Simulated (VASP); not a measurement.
## Si: single point with r2SCAN

Crystal: Si.

```
CELL_PARAMETERS angstrom
-1.42569 1.42569 1.42569
1.42569 -1.42569 1.42569
1.42569 1.42569 -1.42569
ATOMIC_POSITIONS crystal
Si 0.00000 0.00000 0.00000
```

This isn't the form of Si at room conditions, which is diamond.

```
Program             : VASP 6.6.1
Task                : single point
Functional          : r2SCAN
Potentials or basis : VASP PAW PBE potentials, release 64 (Si)
Cutoff              : 550 eV
k mesh              : 10 × 10 × 10
Occupations         : methfessel-paxton, width 0.05 eV
Spin                : no spin polarisation
```

```
Pressure               : 30.0 GPa
Band gap on the k mesh : zero (bands 2 and 3 overlap by 18.61 eV)
```

Levels at points of the mesh, in eV from the Fermi level:
```
           k point  band 1  band 2  band 3  band 4  band 5  band 6
(0.00, 0.00, 0.00)  -17.54   14.45   14.45   14.45   15.91   15.91
(0.50, 0.00, 0.00)   -8.62   -7.88    7.56    8.12   10.35   12.40
(0.50, 0.50, 0.50)   -0.58   -0.58   -0.58    1.38    1.38    4.60
```

It took 14 s on 1 thread of Intel(R) Xeon(R) Platinum 8259CL CPU @ 2.50GHz (Skylake/Cascade Lake), with other jobs on the host, peak memory 0.12 GiB.

Caveat: the cell stands under pressure; the PAW data sets were made with another functional, which shifts forces and pressure a little.
